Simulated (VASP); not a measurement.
# MoP (P-6m2) in VASP: further runs

Runs on MoP. Level: PBEsol. Tasks: elastic constants.

Program: VASP 6.6.1. These are calculated values, not measurements. Logs are shortened: lines on timing, memory, paths and dates and some standing lists are left out, and cuts for length are marked.

## 1. The cell of the first run

The structure is hexagonal, space group P-6m2 (No. 187). Conventional cell: a = 3.202 Å, b = 3.202 Å, c = 3.171 Å, α = 90.00°, β = 90.00°, γ = 120.00°. Mo (site symmetry -6m2) has 6 P at 2.44 Å and 8 Mo at 3.17 to 3.20 Å within 3.3 Å. Within 3.3 Å of P (site symmetry -6m2) lie 6 Mo at 2.44 Å and 8 P at 3.17 to 3.20 Å.

## 2. Elastic constants, PBEsol

Contents of INCAR:

```
  PREC = Accurate
  ENCUT = 500
  EDIFF = 1E-8
  ISMEAR = -1
  SIGMA = 0.08
  LREAL = F
  LASPH = T
  NELM = 120
  ALGO = Normal
  ISIF = 3
  LWAVE = F
  LCHARG = F
  GGA = PS
  IBRION = 6
  NFREE = 2
  POTIM = 0.015
  NSW = 1
  GGA_COMPAT = F
```

Contents of KPOINTS:

```
regular mesh
0
Gamma
  18 18 16
```

Contents of POSCAR:

```
MoP
1.0
    3.2015844412      0.0000000000      0.0000000000
   -1.6007922206      2.7726534585      0.0000000000
    0.0000000000      0.0000000000      3.1705378643
Mo P
1 1
Direct
    0.0000000000      0.0000000000      0.0000000000
    0.3333333333      0.6666666667      0.5000000000
```

Potentials or basis: VASP PAW PBE potentials, release 64 (Mo_sv, P).

Launch:

```sh
cat potpaw_PBE.64/Mo_sv/POTCAR potpaw_PBE.64/P/POTCAR > POTCAR
mpirun -np 1 vasp_std > vasp.out
```

OUTCAR:

```text
PREC = Accurate
   ENCUT = 500
   EDIFF = 1E-8
   ISMEAR = -1
   LREAL = F
   LASPH = T
   NELM = 120
   ISIF = 3
   GGA = PS
   IBRION = 6
   NFREE = 2
   POTIM = 0.015
   NSW = 1

 ion  position               nearest neighbor table
   1  0.000  0.000  0.000-   2 2.44   2 2.44   2 2.44   2 2.44   2 2.44   2 2.44
   2  0.333  0.667  0.500-   1 2.44   1 2.44   1 2.44   1 2.44   1 2.44   1 2.44

  LATTYP: Found a hexagonal cell.
 ALAT       =     3.2015844412
 C/A-ratio  =     0.9903027462

  Lattice vectors:

 A1 = (   3.2015844412,   0.0000000000,   0.0000000000)
 A2 = (  -1.6007922206,   2.7726534585,   0.0000000000)
 A3 = (   0.0000000000,   0.0000000000,   3.1705378643)

Analysis of symmetry for initial positions (statically):
=====================================================================
 Subroutine PRICEL returns:
 Original cell was already a primitive cell.

 Routine SETGRP: Setting up the symmetry group for a
 hexagonal supercell.

 Subroutine GETGRP returns: Found 12 space group operations
 (whereof 12 operations were pure point group operations)
 out of a pool of 24 trial point group operations.

The static configuration has the point symmetry D_3h.

Analysis of symmetry for dynamics (positions and initial velocities):
=====================================================================
 Subroutine PRICEL returns:
 Original cell was already a primitive cell.

 Routine SETGRP: Setting up the symmetry group for a
 hexagonal supercell.

 Subroutine GETGRP returns: Found 12 space group operations
 (whereof 12 operations were pure point group operations)
 out of a pool of 24 trial point group operations.

The dynamic configuration has the point symmetry D_3h.

 Subroutine INISYM returns: Found 12 space group operations
 (whereof 12 operations are pure point group operations),
 and found     1 'primitive' translations

----------------------------------------------------------------------------------------

                                     Primitive cell

  volume of cell :      28.1445

  direct lattice vectors                    reciprocal lattice vectors
     3.201584441  0.000000000  0.000000000     0.312345346  0.180332670  0.000000000
    -1.600792221  2.772653458  0.000000000     0.000000000  0.360665339  0.000000000
     0.000000000  0.000000000  3.170537864     0.000000000  0.000000000  0.315403898

  length of vectors
     3.201584441  3.201584441  3.170537864     0.360665339  0.360665339  0.315403898

  position of ions in fractional coordinates (direct lattice)
     0.000000000  0.000000000  0.000000000
     0.333333333  0.666666667  0.500000000

  ion indices of the primitive-cell ions
   primitive index   ion index
                 1           1
                 2           2

----------------------------------------------------------------------------------------

 KPOINTS: regular mesh

Automatic generation of k-mesh.
 Grid dimensions read from file:
 generate k-points for:   18   18   16

 Generating k-lattice:

  Cartesian coordinates                     Fractional coordinates (reciprocal lattice)
     0.017352519  0.010018482  0.000000000     0.055555556 -0.000000000  0.000000000
     0.000000000  0.020036963  0.000000000     0.000000000  0.055555556  0.000000000
     0.000000000  0.000000000  0.019712744     0.000000000  0.000000000  0.062500000

  Length of vectors
     0.020036963  0.020036963  0.019712744

  Shift w.r.t. Gamma in fractional coordinates (k-lattice)
     0.000000000  0.000000000  0.000000000

 Subroutine IBZKPT returns following result:
 ===========================================

 Found    333 irreducible k-points:

 Following reciprocal coordinates:
            Coordinates               Weight
  0.000000  0.000000  0.000000      1.000000
  0.055556  0.000000  0.000000      6.000000
  0.111111  0.000000  0.000000      6.000000
  0.166667  0.000000  0.000000      6.000000
  0.222222  0.000000  0.000000      6.000000
  0.277778  0.000000  0.000000      6.000000
[... 57 lines left out ...]
     AMIX_MAG =   1.60;   BMIX_MAG =  1.00
  volume/ion in A,a.u.               =      14.07        94.96
  Fermi-wavevector in a.u.,A,eV,Ry     =   1.436134  2.713899 28.061743  2.062480
  Thomas-Fermi vector in A             =   2.555356
   LORBIT       =      0    0 simple, 1 ext, 2 COOP (PROOUT), +10 PAW based schemes
   GGA     = PS    functional components
   LHFCALC =     F    Hartree Fock is set to
   AEXX    =    0.0000 exact exchange contribution
   IVDW    =     0    specifies the selected vdW correction
   LEPSILON=     F    determine dielectric tensor
   LRPA    =     F    only Hartree local field effects (RPA)
 finite differences with symmetry
 non-spin polarized calculation
  energy-cutoff  :      500.00
  volume of cell :       28.14
 maximum number of plane-waves:       732
 NGX is ok and might be reduce to    24
   NGX = 11   NGY = 11   NGZ = 11

--------------------------------------- Ionic step        1  -------------------------------------------

 number of electron      18.9999998 magnetization

 Free energy of the ion-electron system (eV)
  ---------------------------------------------------
  ext. energy  EPLUGINS =         0.00000000
  ---------------------------------------------------
  free energy    TOTEN  =       -19.05906821 eV

  energy without entropy =      -19.04231429  energy(sigma->0) =      -19.05069125

------------------------ aborting loop because EDIFF is reached ----------------------------------------

  FORCE on cell =-STRESS in cart. coord.  units (eV):
  Direction    XX          YY          ZZ          XY          YZ          ZX
  --------------------------------------------------------------------------------------
  -------------------------------------------------------------------------------------
  Total        0.2357563      0.2357563      0.2564863      0.0000000      0.0000000      0.0000000
  in kB       13.4208616     13.4208616     14.6009522      0.0000000      0.0000000      0.0000000
  external PRESSURE =      13.8142251 kB  Pullay stress =       0.0000000 kB
[... 89 lines left out ...]
  FREE ENERGIE OF THE ION-ELECTRON SYSTEM (eV)
  ---------------------------------------------------
  free  energy   TOTEN  =       -19.0474751258 eV

  energy  without entropy=      -19.0313647525  energy(sigma->0) =      -19.03941994

[... ionic steps 4 to 18 ...]

--------------------------------------- Ionic step       19  -------------------------------------------

 number of electron      18.9999998 magnetization

------------------------ aborting loop because EDIFF is reached ----------------------------------------
[... 67 lines left out ...]
--------------------------------------- Ionic step       21  -------------------------------------------

 number of electron      18.9999998 magnetization

 Free energy of the ion-electron system (eV)
  ---------------------------------------------------
  ext. energy  EPLUGINS =         0.00000000
  ---------------------------------------------------
  free energy    TOTEN  =       -19.05740777 eV

  energy without entropy =      -19.04062784  energy(sigma->0) =      -19.04901781

 E-fermi :  12.1233     XC(G=0): -12.8113

 val. band max:       12.1204760694   @ k =   0.1667   0.0556   0.0000
 cond. band min:      12.1241314810   @ k =   0.2222   0.2222   0.1875
 fundamental gap:      0.0036554116
 Fermi energy:        12.1233350440

 k-point     1 :       0.0000    0.0000    0.0000
  band No.  band energies     occupation
      1     -48.9557      2.00000
      2     -23.1456      2.00000
      3     -22.9257      2.00000
      4     -22.9257      2.00000
      5      -1.9310      2.00000
      6       7.7817      2.00000
      7       8.7504      2.00000
      8       8.7504      2.00000
      9      11.4537      1.99954
     10      12.4201      0.04779
     11      12.4201      0.04779
     12      16.3729      0.00000
     13      16.3729      0.00000
[... 354 lines left out ...]
  band No.  band energies     occupation
      1     -48.9192      2.00000
      2     -23.2760      2.00000
      3     -23.0947      2.00000
      4     -23.0364      2.00000
      5       0.7646      2.00000
      6       4.9872      2.00000
      7       8.0467      2.00000
      8       8.2069      2.00000
      9      10.8709      2.00000
     10      11.3944      1.99978
     11      13.4714      0.00000
     12      14.3602      0.00000
     13      17.3681      0.00000

 [... further k-points ...]

------------------------ aborting loop because EDIFF is reached ----------------------------------------

  FORCE on cell =-STRESS in cart. coord.  units (eV):
  Direction    XX          YY          ZZ          XY          YZ          ZX
  --------------------------------------------------------------------------------------
  -------------------------------------------------------------------------------------
  Total        0.2420589      0.2420589      0.2601988      0.0000000      0.0000000      0.0000000
  in kB       13.7796482     13.7796482     14.8122944      0.0000000      0.0000000      0.0000000
  external PRESSURE =      14.1238636 kB  Pullay stress =       0.0000000 kB
[... 17 lines left out ...]
  FREE ENERGIE OF THE ION-ELECTRON SYSTEM (eV)
  ---------------------------------------------------
  free  energy   TOTEN  =       -19.0574077745 eV

  energy  without entropy=      -19.0406278438  energy(sigma->0) =      -19.04901781

 INTERNAL STRAIN TENSORS FROM STRAINED CELLS
 ============================================

 INTERNAL STRAIN TENSOR FOR ION    1 for displacements in x,y,z  (eV/Angst):
          X           Y           Z          XY          YZ          ZX
  --------------------------------------------------------------------------------
  x    -0.00000     0.00000     0.00000    -8.06010     0.00000    -0.00000
  y    -8.07012     8.07703     0.00000    -0.00004     0.00005    -0.00011
  z     0.00000     0.00000     0.00000     0.00000     0.00225     0.00000

 INTERNAL STRAIN TENSORS FROM DISPLACED ATOMS
 ============================================

 INTERNAL STRAIN TENSOR FOR ION    1 for displacements in x,y,z  (eV/Angst):
          X           Y           Z          XY          YZ          ZX
  --------------------------------------------------------------------------------
  x     0.00000     0.00000     0.00000    -8.06503     0.00000     0.00000
  y    -8.06503     8.06503     0.00000     0.00000     0.00000     0.00000
  z     0.00000     0.00000     0.00000     0.00000     0.00000     0.00000

 INTERNAL STRAIN TENSOR FOR ION    2 for displacements in x,y,z  (eV/Angst):
          X           Y           Z          XY          YZ          ZX
  --------------------------------------------------------------------------------
  x     0.00000    -0.00000     0.00000     8.06642     0.00000     0.00000
  y     8.06642    -8.06642     0.00000     0.00000     0.00000     0.00000
  z     0.00000     0.00000     0.00000     0.00000     0.00000     0.00000

 Eigenvectors and eigenvalues of the dynamical matrix
 ----------------------------------------------------

   1 f  =   12.410808 THz    77.979406 2PiTHz  413.979991 cm-1    51.326954 meV
             X         Y         Z           dx          dy          dz
      0.000000  0.000000  0.000000     0.000000    0.000000   -0.494043
     -0.000000  1.848436  1.585269     0.000000    0.000000    0.869438
[... 21 lines left out ...]
   6 f/i=    0.001025 THz     0.006440 2PiTHz    0.034191 cm-1     0.004239 meV
             X         Y         Z           dx          dy          dz
      0.000000  0.000000  0.000000     0.869492    0.000000    0.000000
     -0.000000  1.848436  1.585269     0.493947    0.000000    0.000000

--------------------------------------------------------------------------------------------------------

 ELASTIC MODULI CONTR FROM IONIC RELAXATION (kBar)
 Direction    XX          YY          ZZ          XY          YZ          ZX
 --------------------------------------------------------------------------------
 XX        -252.3119    252.3119      0.0000     -0.0000      0.0000      0.0000
 YY         252.3119   -252.3119      0.0000      0.0000      0.0000      0.0000
 ZZ           0.0000      0.0000      0.0000      0.0000      0.0000      0.0000
 XY          -0.0000      0.0000      0.0000   -252.3119      0.0000      0.0000
 YZ           0.0000      0.0000      0.0000      0.0000      0.0000      0.0000
 ZX           0.0000      0.0000      0.0000      0.0000      0.0000      0.0000
 --------------------------------------------------------------------------------

 TOTAL ELASTIC MODULI (kBar)
 Direction    XX          YY          ZZ          XY          YZ          ZX
 --------------------------------------------------------------------------------
 XX        3681.0698   1362.0501   1713.1321     -0.0000      0.0000      0.0000
 YY        1362.0501   3681.0698   1713.1321      0.0000      0.0000      0.0000
 ZZ        1713.1321   1713.1321   5213.0813      0.0000      0.0000      0.0000
 XY           0.0000      0.0000      0.0000   1159.5098      0.0000      0.0000
 YZ          -0.0000      0.0000      0.0000      0.0000   1872.0651      0.0000
 ZX           0.0000      0.0000      0.0000      0.0000      0.0000   1872.0650
 --------------------------------------------------------------------------------
```

It took 60 min on 1 thread of Oxide Virtual Turin-like, shared host; peak memory 0.9 GiB.

Results:

| Item | Value |
| --- | --- |
| Voigt bulk modulus | 246 GPa |
| Highest phonon frequency at Γ | 414 cm⁻¹ |

Phonon frequencies in cm⁻¹ (negative: imaginary):
```
              q point        frequencies
(0.000, 0.000, 0.000)  0 0 0 413 413 414
```

Elastic tensor in Voigt notation (GPa, in the Cartesian axes of the cell as first typed):
```
368 136 171   0   0   0
136 368 171   0   0   0
171 171 521   0   0   0
  0   0   0 187   0   0
  0   0   0   0 187   0
  0   0   0   0   0 116
```

Clamped-ion elastic tensor (GPa):
```
393 111 171   0   0   0
111 393 171   0   0   0
171 171 521   0   0   0
  0   0   0 187   0   0
  0   0   0   0 187   0
  0   0   0   0   0 141
```

Caveat: the cell is under stress, which shifts elastic constants; the PAW data sets were made with another functional, which shifts forces and pressure a little.

## 3. Elastic constants, PBEsol

This run uses another cell than the first one, of 14.13 Å³/atom.

Contents of INCAR:

```
PREC = Accurate
ENCUT = 500
EDIFF = 1E-8
ISMEAR = -1
SIGMA = 0.08
LREAL = False
LASPH = True
NELM = 120
ALGO = Normal
ISIF = 3
LWAVE = False
LCHARG = False
GGA = PS
NBANDS = 16
IBRION = 6
NFREE = 2
POTIM = 0.015
NSW = 1
GGA_COMPAT = False
```

Contents of KPOINTS:

```
Automatic mesh
0
Gamma
  18 18 16
```

Contents of POSCAR:

```
MoP
1.0
    3.2070906013      0.0000000000      0.0000000000
   -1.6035453007      2.7774219330      0.0000000000
    0.0000000000      0.0000000000      3.1731845373
Mo P
1 1
Direct
    0.0000000000      0.0000000000      0.0000000000
    0.3333333333      0.6666666667      0.5000000000
```

Potentials or basis: VASP PAW PBE potentials, release 64 (Mo_sv, P).

Launch:

```sh
cat potpaw_PBE.64/Mo_sv/POTCAR potpaw_PBE.64/P/POTCAR > POTCAR
mpirun -np 1 vasp_std > vasp.out
```

OUTCAR:

```text
PREC = Accurate
   ENCUT = 500
   EDIFF = 1E-8
   ISMEAR = -1
   LREAL = False
   LASPH = True
   NELM = 120
   ISIF = 3
   GGA = PS
   IBRION = 6
   NFREE = 2
   POTIM = 0.015
   NSW = 1

 ion  position               nearest neighbor table
   1  0.000  0.000  0.000-   2 2.44   2 2.44   2 2.44   2 2.44   2 2.44   2 2.44
[... 908 lines left out ...]
      0.000000  0.000000  0.000000    -0.225521    0.439468    0.000000
     -0.000000  1.851615  1.586592     0.396975   -0.773576    0.000000
[... 21 lines left out ...]
   6 f/i=    0.000910 THz     0.005719 2PiTHz    0.030360 cm-1     0.003764 meV
             X         Y         Z           dx          dy          dz
      0.000000  0.000000  0.000000    -0.607266    0.622284   -0.000000
     -0.000000  1.851615  1.586592    -0.344987    0.353519   -0.000000

--------------------------------------------------------------------------------------------------------

 ELASTIC MODULI CONTR FROM IONIC RELAXATION (kBar)
 Direction    XX          YY          ZZ          XY          YZ          ZX
 --------------------------------------------------------------------------------
 XX        -243.8058    243.8058      0.0000      0.0000     -0.0000      0.0000
 YY         243.8058   -243.8058     -0.0000      0.0000      0.0000     -0.0000
 ZZ           0.0000     -0.0000     -0.0000     -0.0000      0.0000     -0.0000
 XY           0.0000      0.0000     -0.0000   -243.8058     -0.0000     -0.0000
 YZ          -0.0000      0.0000      0.0000     -0.0000     -0.0000     -0.0000
 ZX           0.0000     -0.0000     -0.0000     -0.0000     -0.0000     -0.0000
 --------------------------------------------------------------------------------

 TOTAL ELASTIC MODULI (kBar)
 Direction    XX          YY          ZZ          XY          YZ          ZX
 --------------------------------------------------------------------------------
 XX        3637.3511   1336.6087   1684.5560     -0.0000     -0.0000     -0.0000
 YY        1336.6087   3637.3511   1684.5560     -0.0000     -0.0000     -0.0000
 ZZ        1684.5560   1684.5560   5155.1029     -0.0000      0.0000     -0.0000
 XY          -0.0000     -0.0000     -0.0000   1150.3712     -0.0000     -0.0000
 YZ          -0.0000     -0.0000      0.0000     -0.0000   1843.0630     -0.0000
 ZX           0.0000     -0.0000     -0.0000     -0.0000     -0.0000   1843.0628
 --------------------------------------------------------------------------------
```

OSZICAR:

```text
N       E                     dE             d eps       ncg     rms          rms(c)
DAV:   1     0.113443692279E+03    0.11344E+03   -0.97079E+03 10680   0.110E+03
DAV:   2    -0.179296214070E+02   -0.13137E+03   -0.12823E+03 13720   0.307E+02
DAV:   3    -0.201028619388E+02   -0.21732E+01   -0.21668E+01 12320   0.383E+01
DAV:   4    -0.201116137902E+02   -0.87519E-02   -0.87512E-02 13872   0.286E+00
[... 245 lines left out ...]
DAV:   3    -0.190581246780E+02    0.14980E-03   -0.44049E-04 19104   0.148E-01    0.246E-02
DAV:   4    -0.190581265578E+02   -0.18799E-05   -0.45813E-05 20600   0.491E-02    0.169E-02
DAV:   5    -0.190581255673E+02    0.99051E-06   -0.12859E-06 19440   0.138E-02    0.293E-03
DAV:   6    -0.190581254785E+02    0.88846E-07   -0.28082E-07 20128   0.410E-03    0.146E-03
DAV:   7    -0.190581254767E+02    0.17553E-08   -0.44231E-08 17888   0.218E-03
  21 F= -.19058125E+02 E0= -.19049668E+02  d E =-.169145E-01
```

Run time: 1.6 h. Hardware: 1 thread of Oxide Virtual Turin-like, shared host; peak memory 1 GiB.

What came out:

```
Voigt bulk modulus            : 243 GPa
Highest phonon frequency at Γ : 411 cm⁻¹
```

Phonon frequencies in cm⁻¹ (negative: imaginary):
```tsv
q point	frequencies
(0.000, 0.000, 0.000)	0 0 0 411 411 411
```

Elastic tensor in Voigt notation (GPa, in the Cartesian axes of the cell as first typed):
```
364 134 168   0   0   0
134 364 168   0   0   0
168 168 516   0   0   0
  0   0   0 184   0   0
  0   0   0   0 184   0
  0   0   0   0   0 115
```

Clamped-ion elastic tensor (GPa):
```
388 109 168   0   0   0
109 388 168   0   0   0
168 168 516   0   0   0
  0   0   0 184   0   0
  0   0   0   0 184   0
  0   0   0   0   0 139
```

Caveat: the PAW data sets were made with another functional, which shifts forces and pressure a little.
